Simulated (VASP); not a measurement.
# Ta (Im-3m) in VASP: notebook

The runs below take Ta through single point, with r2SCAN.

Program: VASP 6.6.1. These are calculated values, not measurements. Logs are shortened: lines on timing, memory, paths and dates and some standing lists are left out, and cuts for length are marked.

### 1 The cell of the first run

It takes space group Im-3m (No. 229, cubic). The conventional cell has a = 3.229 Å, b = 3.229 Å, c = 3.229 Å, α = 90.00°, β = 90.00°, γ = 90.00°. Within 3.7 Å of Ta (site symmetry m-3m) lie 14 Ta at 2.80 to 3.23 Å.

### 2 Single point, r2SCAN

The input, POSCAR:

```
Ta
1.0
   -1.6143295477      1.6143295477      1.6143295477
    1.6143295477     -1.6143295477      1.6143295477
    1.6143295477      1.6143295477     -1.6143295477
Ta
1
Direct
    0.0000000000      0.0000000000      0.0000000000
```

The input, INCAR.step1:

```
SYSTEM = Ta
  PREC = Accurate
  ENCUT = 520
  ISMEAR = -1
  SIGMA = 0.1
  LREAL = .False.
  LASPH = .True.
  NELM = 60
  NBANDS = 12
  GGA = PE
  ALGO = Normal
  EDIFF = 1E-4
  LWAVE = .True.
  LCHARG = .False.
```

The input, INCAR.step2:

```
SYSTEM = Ta
  PREC = Accurate
  ENCUT = 520
  EDIFF = 1E-6
  ISMEAR = -1
  SIGMA = 0.1
  LREAL = .False.
  LASPH = .True.
  NELM = 60
  ALGO = Normal
  ISIF = 2
  LWAVE = .False.
  LCHARG = .False.
  METAGGA = R2SCAN
  LMIXTAU = .True.
  NBANDS = 12
  ISTART = 1
```

The input, KPOINTS:

```
regular mesh
0
Gamma
  14 14 14
  0 0 0
```

Potentials or basis: VASP PAW PBE potentials, release 64 (Ta_pv).

Started as:

```console
$ cat potpaw_PBE.64/Ta_pv/POTCAR > POTCAR
$ cp INCAR.step1 INCAR
$ mpirun -np 1 vasp_std > vasp.out
$ cp INCAR.step2 INCAR
$ mpirun -np 1 vasp_std > vasp.out
```

OUTCAR:

```text
SYSTEM = Ta
   PREC = Accurate
   ENCUT = 520
   EDIFF = 1E-6
   ISMEAR = -1
   LREAL = .False.
   LASPH = .True.
   NELM = 60
   ISIF = 2
   METAGGA = R2SCAN
   ISTART = 1

 ion  position               nearest neighbor table
   1  0.000  0.000  0.000-

  LATTYP: Found a body centered cubic cell.
 ALAT       =     3.2286590954

  Lattice vectors:

 A1 = (  -1.6143295477,   1.6143295477,   1.6143295477)
 A2 = (   1.6143295477,  -1.6143295477,   1.6143295477)
 A3 = (   1.6143295477,   1.6143295477,  -1.6143295477)

Analysis of symmetry for initial positions (statically):
=====================================================================
 Subroutine PRICEL returns:
 Original cell was already a primitive cell.

 Routine SETGRP: Setting up the symmetry group for a
 body centered cubic supercell.

 Subroutine GETGRP returns: Found 48 space group operations
 (whereof 48 operations were pure point group operations)
 out of a pool of 48 trial point group operations.

The static configuration has the point symmetry O_h .

Analysis of symmetry for dynamics (positions and initial velocities):
=====================================================================
 Subroutine PRICEL returns:
 Original cell was already a primitive cell.

 Routine SETGRP: Setting up the symmetry group for a
 body centered cubic supercell.

 Subroutine GETGRP returns: Found 48 space group operations
 (whereof 48 operations were pure point group operations)
 out of a pool of 48 trial point group operations.

The dynamic configuration has the point symmetry O_h .

 Subroutine INISYM returns: Found 48 space group operations
 (whereof 48 operations are pure point group operations),
 and found     1 'primitive' translations

----------------------------------------------------------------------------------------

                                     Primitive cell

  volume of cell :      16.8282

  direct lattice vectors                    reciprocal lattice vectors
    -1.614329548  1.614329548  1.614329548     0.000000000  0.309726103  0.309726103
     1.614329548 -1.614329548  1.614329548     0.309726103  0.000000000  0.309726103
     1.614329548  1.614329548 -1.614329548     0.309726103  0.309726103  0.000000000

  length of vectors
     2.796100797  2.796100797  2.796100797     0.438018856  0.438018856  0.438018856

  position of ions in fractional coordinates (direct lattice)
     0.000000000  0.000000000  0.000000000

  ion indices of the primitive-cell ions
   primitive index   ion index
                 1           1

----------------------------------------------------------------------------------------

 KPOINTS: regular mesh

Automatic generation of k-mesh.
 Grid dimensions read from file:
 generate k-points for:   14   14   14

 Generating k-lattice:

  Cartesian coordinates                     Fractional coordinates (reciprocal lattice)
     0.000000000  0.022123293  0.022123293     0.071428571  0.000000000  0.000000000
     0.022123293  0.000000000  0.022123293     0.000000000  0.071428571  0.000000000
     0.022123293  0.022123293  0.000000000     0.000000000  0.000000000  0.071428571

  Length of vectors
     0.031287061  0.031287061  0.031287061

  Shift w.r.t. Gamma in fractional coordinates (k-lattice)
     0.000000000  0.000000000  0.000000000

 Subroutine IBZKPT returns following result:
 ===========================================

 Found    104 irreducible k-points:

 Following reciprocal coordinates:
            Coordinates               Weight
  0.000000  0.000000  0.000000      1.000000
  0.071429  0.000000  0.000000     12.000000
  0.142857  0.000000  0.000000     12.000000
  0.214286  0.000000  0.000000     12.000000
  0.285714  0.000000  0.000000     12.000000
  0.357143  0.000000  0.000000     12.000000
[... 16 lines left out ...]
  0.285714  0.285714  0.000000     24.000000
  0.357143  0.285714  0.000000     24.000000
 [... further k-points ...]
   k-points           NKPTS =    104   k-points in BZ     NKDIM =    104   number of bands    NBANDS=     12
   number of dos      NEDOS =    301   number of ions     NIONS =      1
   total plane-waves  NPLWV =  13824
   dimension x,y,z NGX =    24 NGY =   24 NGZ =   24
   dimension x,y,z NGXF=    48 NGYF=   48 NGZF=   48
   ions per type =               1
   NGX,Y,Z   is equivalent  to a cutoff of  14.27, 14.27, 14.27 a.u.
   NGXF,Y,Z  is equivalent  to a cutoff of  28.54, 28.54, 28.54 a.u.
 SYSTEM =  Ta
   PREC   = accura    normal or accurate (medium, high low for compatibility)
   ISTART =      1    job   : 0-new  1-cont  2-samecut
   ICHARG =      0    charge: 1-file 2-atom 10-const
   ISPIN  =      1    spin polarized calculation?
   LNONCOLLINEAR =      F non collinear calculations
   LSORBIT =      F    spin-orbit coupling
   LASPH  =      T    aspherical Exc in radial PAW
   ENCUT  =  520.0 eV  38.22 Ry    6.18 a.u.   5.20  5.20  5.20*2*pi/ulx,y,z
   NELM   =     60;   NELMIN=  2; NELMDL=  0     # of ELM steps
   EDIFF  = 0.1E-05   stopping-criterion for ELM
   LREAL  =      F    real-space projection
   EDIFFG = 0.1E-04   stopping-criterion for IOM
   NSW    =      0    number of steps for IOM
   IBRION =     -1    ionic relax: 0-MD 1-quasi-New 2-CG
   NFREE  =      0    steps in history (QN), initial steepest desc. (CG)
   ISIF   =      2    stress and relaxation
   ISYM   =      2    0-nonsym 1-usesym 2-fastsym
   POTIM  = 0.5000    time-step for ionic-motion
   TEBEG  =    0.0;   TEEND  =   0.0 temperature during run
   PSTRESS=    0.0 pullay stress
   NELECT =      11.0000    total number of electrons
   NUPDOWN=      -1.0000    fix difference up-down
   EMIN   =  10.00;   EMAX   =-10.00  energy-range for DOS
   EFERMI =   0.00;   METHOD = LEGACY
   ISMEAR =    -1;   SIGMA  =   0.10  broadening in eV -4-tet -1-fermi 0-gaus
   EFERMI_NEDOS =   21; number of points for ismear=-14 and -15
   IALGO  =     38    algorithm
   IMIX   =      4    mixing-type and parameters
     AMIX     =   0.40;   BMIX     =  1.00
     AMIX_MAG =   1.60;   BMIX_MAG =  1.00
  volume/ion in A,a.u.               =      16.83       113.56
  Fermi-wavevector in a.u.,A,eV,Ry     =   1.420780  2.684885 27.464939  2.018616
  Thomas-Fermi vector in A             =   2.541659
   LORBIT       =      0    0 simple, 1 ext, 2 COOP (PROOUT), +10 PAW based schemes
   METAGGA = R2SCAN    functional components
   LHFCALC =     F    Hartree Fock is set to
   AEXX    =    0.0000 exact exchange contribution
   IVDW    =     0    specifies the selected vdW correction
   LEPSILON=     F    determine dielectric tensor
   LRPA    =     F    only Hartree local field effects (RPA)
 non-spin polarized calculation
  energy-cutoff  :      520.00
  volume of cell :       16.83
 maximum number of plane-waves:       466
 NGX is ok and might be reduce to    24
   NGX = 11   NGY = 11   NGZ = 11

 number of electron      10.9999998 magnetization

 Free energy of the ion-electron system (eV)
  ---------------------------------------------------
  ext. energy  EPLUGINS =         0.00000000
  ---------------------------------------------------
  free energy    TOTEN  =       -48.53813027 eV

  energy without entropy =      -48.50440894  energy(sigma->0) =      -48.52126961

 E-fermi :   5.8920     XC(G=0): -14.1714

 val. band max:        5.8844045316   @ k =  -0.2857   0.2857   0.1429
 cond. band min:       5.9493370132   @ k =   0.3571   0.1429   0.1429
 fundamental gap:      0.0649324816
 Fermi energy:         5.8920232515

 k-point     1 :       0.0000    0.0000    0.0000
  band No.  band energies     occupation
      1     -28.0483      2.00000
      2     -28.0483      2.00000
      3     -28.0483      2.00000
      4      -2.6956      2.00000
      5       6.7230      0.00049
      6       6.7230      0.00049
      7       6.7230      0.00049
      8      10.4569      0.00000
      9      10.4569      0.00000
     10      18.3194      0.00000
     11      21.9952      0.00000
     12      21.9952      0.00000

 k-point     2 :       0.0714    0.0000    0.0000
  band No.  band energies     occupation
      1     -28.1326      2.00000
      2     -28.0734      2.00000
      3     -28.0490      2.00000
      4      -2.4367      2.00000
      5       6.5502      0.00277
      6       6.6671      0.00086
      7       6.9758      0.00004
      8      10.1774      0.00000
      9      10.4541      0.00000
     10      18.3193      0.00000
     11      22.2312      0.00000
     12      22.4462      0.00000

 k-point     3 :       0.1429    0.0000    0.0000
  band No.  band energies     occupation
      1     -28.3636      2.00000
      2     -28.1429      2.00000
      3     -28.0508      2.00000
      4      -1.7104      2.00000
      5       6.1008      0.22065
      6       6.4148      0.01068
      7       7.7206      0.00000
      8       9.7369      0.00000
      9      10.4716      0.00000
     10      18.3194      0.00000
     11      22.7427      0.00000
     12      23.7248      0.00000

 k-point     4 :       0.2143    0.0000    0.0000
  band No.  band energies     occupation
      1     -28.6846      2.00000
      2     -28.2419      2.00000
      3     -28.0534      2.00000
      4      -0.6816      2.00000
      5       5.5229      1.95135
      6       5.9548      0.69614
      7       8.9154      0.00000
      8       9.6679      0.00000
      9      10.5642      0.00000
     10      18.3194      0.00000
     11      22.7808      0.00000
     12      24.9818      0.00000

 k-point     5 :       0.2857    0.0000    0.0000
  band No.  band energies     occupation
      1     -29.0250      2.00000
      2     -28.3499      2.00000
      3     -28.0565      2.00000
      4       0.3237      2.00000
      5       4.9557      1.99983
      6       5.7058      1.73111
      7       9.9536      0.00000
      8      10.4803      0.00000
      9      10.7712      0.00000
     10      18.3192      0.00000
     11      21.7203      0.00000
     12      23.5908      0.00000
[... 228 lines left out ...]
      1     -29.3298      2.00000
      2     -28.6848      2.00000
      3     -28.2055      2.00000
      4       2.3636      2.00000
      5       4.2821      2.00000
      6       5.3854      1.98747
      7       9.9931      0.00000
      8      11.4734      0.00000
      9      15.1393      0.00000
     10      18.3133      0.00000
     11      18.9062      0.00000
     12      22.2552      0.00000

 k-point    22 :       0.3571    0.2143    0.0000
  band No.  band energies     occupation
      1     -29.3712      2.00000
      2     -28.7841      2.00000
      3     -28.2143      2.00000
      4       2.4372      2.00000
      5       4.2942      2.00000
      6       5.7465      1.62154
      7      10.2195      0.00000
      8      11.6499      0.00000
      9      16.6025      0.00000
     10      17.4797      0.00000
     11      18.3250      0.00000
     12      21.1337      0.00000

 k-point    23 :       0.2857    0.2857    0.0000
  band No.  band energies     occupation
      1     -29.2875      2.00000
      2     -28.8789      2.00000
      3     -28.2323      2.00000
      4       2.8882      2.00000
      5       4.2878      2.00000
      6       5.2597      1.99642
      7      10.4258      0.00000
      8      11.3723      0.00000
      9      17.0571      0.00000
     10      17.1956      0.00000
     11      18.3237      0.00000
     12      21.3103      0.00000

 k-point    24 :       0.3571    0.2857    0.0000
  band No.  band energies     occupation
      1     -29.2290      2.00000
      2     -28.9935      2.00000
      3     -28.2402      2.00000
      4       3.0236      2.00000
      5       4.4578      2.00000
      6       5.1038      1.99925
      7      10.7033      0.00000
      8      11.3611      0.00000
      9      16.3598      0.00000
     10      18.3155      0.00000
     11      18.3222      0.00000
     12      20.2634      0.00000

 [... further k-points ...]

------------------------ aborting loop because EDIFF is reached ----------------------------------------

  FORCE on cell =-STRESS in cart. coord.  units (eV):
  Direction    XX          YY          ZZ          XY          YZ          ZX
  --------------------------------------------------------------------------------------
  -------------------------------------------------------------------------------------
  Total        1.8129616      1.8129616      1.8129616     -0.0000000     -0.0000000      0.0000000
  in kB      172.6086738    172.6086738    172.6086738     -0.0000000     -0.0000000      0.0000000
  external PRESSURE =     172.6086738 kB  Pullay stress =       0.0000000 kB

 VOLUME and BASIS-vectors are now :
 -----------------------------------------------------------------------------
  energy-cutoff  :      520.00
  volume of cell :       16.83
      direct lattice vectors                 reciprocal lattice vectors
    -1.614329548  1.614329548  1.614329548     0.000000000  0.309726103  0.309726103
     1.614329548 -1.614329548  1.614329548     0.309726103  0.000000000  0.309726103
     1.614329548  1.614329548 -1.614329548     0.309726103  0.309726103  0.000000000

 POSITION                                       TOTAL-FORCE (eV/Angst)
 -----------------------------------------------------------------------------------
      0.00000      0.00000      0.00000        -0.000000     -0.000000     -0.000000
 -----------------------------------------------------------------------------------
    total drift:                               -0.000000      0.000000      0.000000

  FREE ENERGIE OF THE ION-ELECTRON SYSTEM (eV)
  ---------------------------------------------------
  free  energy   TOTEN  =       -48.5381302747 eV

  energy  without entropy=      -48.5044089391  energy(sigma->0) =      -48.52126961
```

Run time: 63 s. Hardware: 1 thread of Intel Xeon 8259CL, shared host; peak memory 0.16 GiB.

What came out:

- Free energy: -48.5381 eV
- Pressure: 17.3 GPa
- Band gap on the k mesh: zero (an odd number of electrons rules out a gap without spin polarisation)

Levels at points of the mesh, in eV from the Fermi level:
```tsv
k point	band 3	band 4	band 5	band 6	band 7	band 8
(0.00, 0.00, 0.00)	-33.94	-8.59	0.83	0.83	0.83	4.56
(0.50, 0.00, 0.00)	-33.95	-4.89	-1.79	1.83	4.49	5.64
(0.50, 0.50, 0.50)	-34.99	-4.40	-4.40	7.69	7.69	7.69
```

Caveat: the cell stands under pressure; the PAW data sets were made with another functional, which shifts forces and pressure a little; spin-orbit coupling is left out, which moves the levels of the heavy elements.

(Continued in part 2 of 2.)
